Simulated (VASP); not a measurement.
# NaH (P6_3/mmc) in VASP: settings compared

Aim: see how the results for NaH move with the level of theory and the settings. Levels: LDA, PBE. Tasks: single point.

Program: VASP 6.6.1. These are calculated values, not measurements. Logs are shortened: lines on timing, memory, paths and dates and some standing lists are left out, and cuts for length are marked.

## (1) The cell of the first run

It takes space group P6_3/mmc (No. 194, hexagonal). Conventional cell: a = 3.953 Å, b = 3.953 Å, c = 4.828 Å, α = 90.00°, β = 90.00°, γ = 120.00°. Na (site symmetry -6m2) has 5 H at 2.28 to 2.41 Å within 3.0 Å. H (site symmetry -6m2) has 5 Na at 2.28 to 2.41 Å within 3.0 Å.

## (2) Single point, LDA

INCAR

```
SYSTEM = NaH
  ALGO = Normal
  EDIFF = 1E-6
  ENCUT = 500
  GGA_COMPAT = .False.
  ISIF = 2
  ISMEAR = 0
  LASPH = .True.
  LCHARG = .True.
  LELF = .True.
  LREAL = .False.
  LVHAR = .True.
  LWAVE = .False.
  NBANDS = 16
  NELM = 120
  PREC = Accurate
  SIGMA = 0.01
```

KPOINTS

```
k-points
0
Gamma
  6 6 4
  0 0 0
```

POSCAR

```
NaH
1.0
    3.9532815480      0.0000000000      0.0000000000
   -1.9766407740      3.4236422489      0.0000000000
    0.0000000000      0.0000000000      4.8282923038
Na H
2 2
Direct
    0.3333333333      0.6666666667     -0.0624996820
    0.6666666667      0.3333333333      0.4375003180
    0.3333333333      0.6666666667      0.4374996820
    0.6666666667      0.3333333333      0.9374996820
```

Potentials or basis: VASP PAW LDA potentials, release 64 (Na_pv, H).

Command:

```
cat potpaw_LDA.64/Na_pv/POTCAR potpaw_LDA.64/H/POTCAR > POTCAR
mpirun -np 1 vasp_std > vasp.out
```

OUTCAR:

```text
SYSTEM = NaH
   EDIFF = 1E-6
   ENCUT = 500
   ISIF = 2
   ISMEAR = 0
   LASPH = .True.
   LREAL = .False.
   NELM = 120
   PREC = Accurate

 ion  position               nearest neighbor table
   1  0.333  0.667  0.938-
   2  0.667  0.333  0.438-
   3  0.333  0.667  0.437-
   4  0.667  0.333  0.937-

  LATTYP: Found a hexagonal cell.
 ALAT       =     3.9532815480
 C/A-ratio  =     1.2213378291

  Lattice vectors:

 A1 = (   3.9532815480,   0.0000000000,   0.0000000000)
 A2 = (  -1.9766407740,   3.4236422489,   0.0000000000)
 A3 = (   0.0000000000,   0.0000000000,   4.8282923038)

Analysis of symmetry for initial positions (statically):
=====================================================================
 Subroutine PRICEL returns:
 Original cell was already a primitive cell.

 Routine SETGRP: Setting up the symmetry group for a
 hexagonal supercell.

 Subroutine GETGRP returns: Found 24 space group operations
 (whereof  6 operations were pure point group operations)
 out of a pool of 24 trial point group operations.

The static configuration has the point symmetry C_3v.
 The point group associated with its full space group is D_6h.

Analysis of symmetry for dynamics (positions and initial velocities):
=====================================================================
 Subroutine PRICEL returns:
 Original cell was already a primitive cell.

 Routine SETGRP: Setting up the symmetry group for a
 hexagonal supercell.

 Subroutine GETGRP returns: Found 24 space group operations
 (whereof  6 operations were pure point group operations)
 out of a pool of 24 trial point group operations.

The dynamic configuration has the point symmetry C_3v.
 The point group associated with its full space group is D_6h.

 Subroutine INISYM returns: Found 24 space group operations
 (whereof  6 operations are pure point group operations),
 and found     1 'primitive' translations

----------------------------------------------------------------------------------------

                                     Primitive cell

  volume of cell :      65.3491

  direct lattice vectors                    reciprocal lattice vectors
     3.953281548  0.000000000  0.000000000     0.252954410  0.146043296  0.000000000
    -1.976640774  3.423642249  0.000000000     0.000000000  0.292086593  0.000000000
     0.000000000  0.000000000  4.828292304     0.000000000  0.000000000  0.207112564

  length of vectors
     3.953281548  3.953281548  4.828292304     0.292086593  0.292086593  0.207112564

  position of ions in fractional coordinates (direct lattice)
     0.333333333  0.666666667  0.937500318
     0.666666667  0.333333333  0.437500318
     0.333333333  0.666666667  0.437499682
     0.666666667  0.333333333  0.937499682

  ion indices of the primitive-cell ions
   primitive index   ion index
                 1           1
                 2           2
                 3           3
                 4           4

----------------------------------------------------------------------------------------

 KPOINTS: k-points

Automatic generation of k-mesh.
 Grid dimensions read from file:
 generate k-points for:    6    6    4

 Generating k-lattice:

  Cartesian coordinates                     Fractional coordinates (reciprocal lattice)
     0.042159068  0.024340549  0.000000000     0.166666667 -0.000000000  0.000000000
     0.000000000  0.048681099  0.000000000     0.000000000  0.166666667  0.000000000
     0.000000000  0.000000000  0.051778141     0.000000000  0.000000000  0.250000000

  Length of vectors
     0.048681099  0.048681099  0.051778141

  Shift w.r.t. Gamma in fractional coordinates (k-lattice)
     0.000000000  0.000000000  0.000000000

 Subroutine IBZKPT returns following result:
 ===========================================

 Found     21 irreducible k-points:

 Following reciprocal coordinates:
            Coordinates               Weight
  0.000000  0.000000  0.000000      1.000000
  0.166667  0.000000  0.000000      6.000000
  0.333333 -0.000000  0.000000      6.000000
  0.500000  0.000000  0.000000      3.000000
  0.166667  0.166667  0.000000      6.000000
  0.333333  0.166667  0.000000     12.000000
[... 13 lines left out ...]
  0.333333  0.166667  0.500000     12.000000
  0.333333  0.333333  0.500000      2.000000
   k-points           NKPTS =     21   k-points in BZ     NKDIM =     21   number of bands    NBANDS=     16
   number of dos      NEDOS =    301   number of ions     NIONS =      4
   total plane-waves  NPLWV =  32400
   dimension x,y,z NGX =    30 NGY =   30 NGZ =   36
   dimension x,y,z NGXF=    60 NGYF=   60 NGZF=   72
   ions per type =               2   2
   NGX,Y,Z   is equivalent  to a cutoff of  12.62, 12.62, 12.40 a.u.
   NGXF,Y,Z  is equivalent  to a cutoff of  25.23, 25.23, 24.79 a.u.
 SYSTEM =  NaH
   PREC   = accura    normal or accurate (medium, high low for compatibility)
   ISTART =      0    job   : 0-new  1-cont  2-samecut
   ICHARG =      2    charge: 1-file 2-atom 10-const
   ISPIN  =      1    spin polarized calculation?
   LNONCOLLINEAR =      F non collinear calculations
   LSORBIT =      F    spin-orbit coupling
   LASPH  =      T    aspherical Exc in radial PAW
   ENCUT  =  500.0 eV  36.75 Ry    6.06 a.u.   7.21  7.21  8.80*2*pi/ulx,y,z
   NELM   =    120;   NELMIN=  2; NELMDL= -5     # of ELM steps
   EDIFF  = 0.1E-05   stopping-criterion for ELM
   LREAL  =      F    real-space projection
   EDIFFG = 0.1E-04   stopping-criterion for IOM
   NSW    =      0    number of steps for IOM
   IBRION =     -1    ionic relax: 0-MD 1-quasi-New 2-CG
   NFREE  =      0    steps in history (QN), initial steepest desc. (CG)
   ISIF   =      2    stress and relaxation
   ISYM   =      2    0-nonsym 1-usesym 2-fastsym
   POTIM  = 0.5000    time-step for ionic-motion
   TEBEG  =    0.0;   TEEND  =   0.0 temperature during run
   PSTRESS=    0.0 pullay stress
   NELECT =      16.0000    total number of electrons
   NUPDOWN=      -1.0000    fix difference up-down
   EMIN   =  10.00;   EMAX   =-10.00  energy-range for DOS
   EFERMI =   0.00;   METHOD = LEGACY
   ISMEAR =     0;   SIGMA  =   0.01  broadening in eV -4-tet -1-fermi 0-gaus
   EFERMI_NEDOS =   21; number of points for ismear=-14 and -15
   IALGO  =     38    algorithm
   IMIX   =      4    mixing-type and parameters
     AMIX     =   0.40;   BMIX     =  1.00
     AMIX_MAG =   1.60;   BMIX_MAG =  1.00
  volume/ion in A,a.u.               =      16.34       110.25
  Fermi-wavevector in a.u.,A,eV,Ry     =   1.024161  1.935384 14.271231  1.048906
  Thomas-Fermi vector in A             =   2.157933
   LORBIT       =      0    0 simple, 1 ext, 2 COOP (PROOUT), +10 PAW based schemes
   GGA     = CA    functional components
   LHFCALC =     F    Hartree Fock is set to
   AEXX    =    0.0000 exact exchange contribution
   IVDW    =     0    specifies the selected vdW correction
   LEPSILON=     F    determine dielectric tensor
   LRPA    =     F    only Hartree local field effects (RPA)
 non-spin polarized calculation
 Gauss-broadening in eV      SIGMA  =   0.01
  energy-cutoff  :      500.00
  volume of cell :       65.35
 maximum number of plane-waves:      1683
 NGX is ok and might be reduce to    30
   NGX = 15   NGY = 15   NGZ = 17

 number of electron      16.0000032 magnetization

 Free energy of the ion-electron system (eV)
  ---------------------------------------------------
  ext. energy  EPLUGINS =         0.00000000
  ---------------------------------------------------
  free energy    TOTEN  =       -10.62530096 eV

  energy without entropy =      -10.62530096  energy(sigma->0) =      -10.62530096

 E-fermi :  -1.4602     XC(G=0):  -7.5813

 val. band max:       -1.5364327412   @ k =   0.1667   0.0000   0.0000
 cond. band min:       1.4439375685   @ k =   0.3333   0.3333   0.0000
 fundamental gap:      2.9803703097
 Fermi energy:        -1.4601704457

 k-point     1 :       0.0000    0.0000    0.0000
  band No.  band energies     occupation
      1     -23.9240      2.00000
      2     -23.8834      2.00000
      3     -23.8834      2.00000
      4     -23.8540      2.00000
      5     -23.8540      2.00000
      6     -23.8334      2.00000
[... 8 lines left out ...]
     15       8.7958      0.00000
     16      13.5209      0.00000

 k-point     2 :       0.1667    0.0000    0.0000
  band No.  band energies     occupation
      1     -23.9181      2.00000
      2     -23.8875      2.00000
      3     -23.8864      2.00000
      4     -23.8598      2.00000
      5     -23.8533      2.00000
      6     -23.8383      2.00000
[... 8 lines left out ...]
     15      10.8523      0.00000
     16      11.4597      0.00000

 k-point     3 :       0.3333   -0.0000    0.0000
  band No.  band energies     occupation
      1     -23.9033      2.00000
      2     -23.8958      2.00000
      3     -23.8917      2.00000
      4     -23.8711      2.00000
      5     -23.8523      2.00000
      6     -23.8511      2.00000
[... 8 lines left out ...]
     15      10.3255      0.00000
     16      11.4689      0.00000

 k-point     4 :       0.5000    0.0000    0.0000
  band No.  band energies     occupation
      1     -23.9002      2.00000
      2     -23.8942      2.00000
      3     -23.8917      2.00000
      4     -23.8764      2.00000
      5     -23.8617      2.00000
      6     -23.8520      2.00000
[... 8 lines left out ...]
     15      10.0605      0.00000
     16      11.1299      0.00000

 k-point     5 :       0.1667    0.1667    0.0000
  band No.  band energies     occupation
      1     -23.9076      2.00000
      2     -23.8936      2.00000
      3     -23.8905      2.00000
      4     -23.8675      2.00000
      5     -23.8534      2.00000
      6     -23.8473      2.00000
[... 8 lines left out ...]
     15      10.0645      0.00000
     16      11.2613      0.00000

 k-point     6 :       0.3333    0.1667    0.0000
  band No.  band energies     occupation
      1     -23.9018      2.00000
      2     -23.8917      2.00000
      3     -23.8909      2.00000
      4     -23.8763      2.00000
      5     -23.8617      2.00000
      6     -23.8538      2.00000
[... 8 lines left out ...]
     15       9.1178      0.00000
     16      10.5176      0.00000
[... 210 lines left out ...]
 k-point    18 :       0.5000    0.0000    0.5000
  band No.  band energies     occupation
      1     -23.9210      2.00000
      2     -23.9210      2.00000
      3     -23.8730      2.00000
      4     -23.8730      2.00000
      5     -23.8458      2.00000
      6     -23.8458      2.00000
[... 8 lines left out ...]
     15      12.6539      0.00000
     16      12.6539      0.00000

 k-point    19 :       0.1667    0.1667    0.5000
  band No.  band energies     occupation
      1     -23.9093      2.00000
      2     -23.9093      2.00000
      3     -23.8728      2.00000
      4     -23.8728      2.00000
      5     -23.8499      2.00000
      6     -23.8499      2.00000
[... 8 lines left out ...]
     15      11.0338      0.00000
     16      11.0338      0.00000

 k-point    20 :       0.3333    0.1667    0.5000
  band No.  band energies     occupation
      1     -23.9192      2.00000
      2     -23.9192      2.00000
      3     -23.8765      2.00000
      4     -23.8765      2.00000
      5     -23.8442      2.00000
      6     -23.8442      2.00000
[... 8 lines left out ...]
     15      12.2243      0.00000
     16      12.2243      0.00000

 k-point    21 :       0.3333    0.3333    0.5000
  band No.  band energies     occupation
      1     -23.9205      2.00000
      2     -23.9205      2.00000
      3     -23.8805      2.00000
      4     -23.8805      2.00000
      5     -23.8416      2.00000
      6     -23.8416      2.00000
[... 8 lines left out ...]
     15      12.7837      0.00000
     16      12.7837      0.00000

------------------------ aborting loop because EDIFF is reached ----------------------------------------

  FORCE on cell =-STRESS in cart. coord.  units (eV):
  Direction    XX          YY          ZZ          XY          YZ          ZX
  --------------------------------------------------------------------------------------
  -------------------------------------------------------------------------------------
  Total       -0.5651280     -0.5651280     -0.5789561      0.0000000     -0.0000000      0.0000000
  in kB      -13.8553568    -13.8553568    -14.1943848      0.0000000     -0.0000000      0.0000000
  external PRESSURE =     -13.9683661 kB  Pullay stress =       0.0000000 kB

 VOLUME and BASIS-vectors are now :
 -----------------------------------------------------------------------------
  energy-cutoff  :      500.00
  volume of cell :       65.35
      direct lattice vectors                 reciprocal lattice vectors
     3.953281548  0.000000000  0.000000000     0.252954410  0.146043296  0.000000000
    -1.976640774  3.423642249  0.000000000     0.000000000  0.292086593  0.000000000
     0.000000000  0.000000000  4.828292304     0.000000000  0.000000000  0.207112564

 POSITION                                       TOTAL-FORCE (eV/Angst)
 -----------------------------------------------------------------------------------
     -0.00000      2.28243      4.52653        -0.000000      0.000000      0.000000
      1.97664      1.14121      2.11238         0.000000      0.000000     -0.000000
     -0.00000      2.28243      2.11238         0.000000      0.000000     -0.000000
      1.97664      1.14121      4.52652        -0.000000     -0.000000     -0.000000
 -----------------------------------------------------------------------------------
    total drift:                               -0.000000      0.000000      0.000228

  FREE ENERGIE OF THE ION-ELECTRON SYSTEM (eV)
  ---------------------------------------------------
  free  energy   TOTEN  =       -10.6253009615 eV

  energy  without entropy=      -10.6253009615  energy(sigma->0) =      -10.62530096
```

Wall time 31 s (1 thread of Intel Xeon Platinum 8488C (Sapphire Rapids), shared host); peak memory 0.15 GiB.

What came out:

```yaml
Free_energy: -10.6253 eV
Pressure: -1.4 GPa
Band_gap_on_the_k_mesh: 2.98 eV, indirect (least direct gap 3.96 eV)
```

## (3) Single point, PBE

INCAR

```
SYSTEM = NaH
PREC = Accurate ; ENCUT = 500
EDIFF = 1E-6 ; ISMEAR = 0
SIGMA = 0.01 ; LREAL = .False.
LASPH = .True. ; NELM = 120
ALGO = Normal ; ISIF = 2
LWAVE = .False. ; LCHARG = .True.
GGA = PE ; LELF = .True.
LVHAR = .True. ; NBANDS = 16
GGA_COMPAT = .False.
```

KPOINTS

```
regular mesh
0
Gamma
  6 6 6
  0 0 0
```

POSCAR is that of step 2.

Potentials or basis: VASP PAW PBE potentials, release 64 (Na_pv, H).

Command:

```
cat potpaw_PBE.64/Na_pv/POTCAR potpaw_PBE.64/H/POTCAR > POTCAR
mpirun -np 1 vasp_std > vasp.out
```

It took 39 s on 1 thread of Intel Xeon Platinum 8488C (Sapphire Rapids), shared host; peak memory 0.17 GiB.

The run converged. Its results:

* Free energy: -10.0727 eV
* Pressure: 0.3 GPa
* Band gap on the k mesh: 3.33 eV, indirect (least direct gap 4.24 eV)

Stress tensor (GPa, compression positive):
```
0.27 0.00 0.00
0.00 0.27 0.00
0.00 0.00 0.39
```

Levels at points of the mesh, in eV from the valence-band top:
```tsv
k point	band 5	band 6	band 7	band 8	band 9	band 10	band 11	band 12
(0.00, 0.00, 0.00)	-22.23	-22.21	-3.34	-0.02	4.91	7.97	10.30	10.30
(0.50, 0.00, 0.00)	-22.24	-22.23	-1.51	-0.61	3.87	7.55	7.61	7.84
(0.00, 0.00, 0.50)	-22.25	-22.25	-2.02	-2.02	6.94	6.94	11.07	11.07
(0.50, 0.00, 0.50)	-22.22	-22.22	-0.82	-0.82	3.96	3.96	8.52	8.52
```
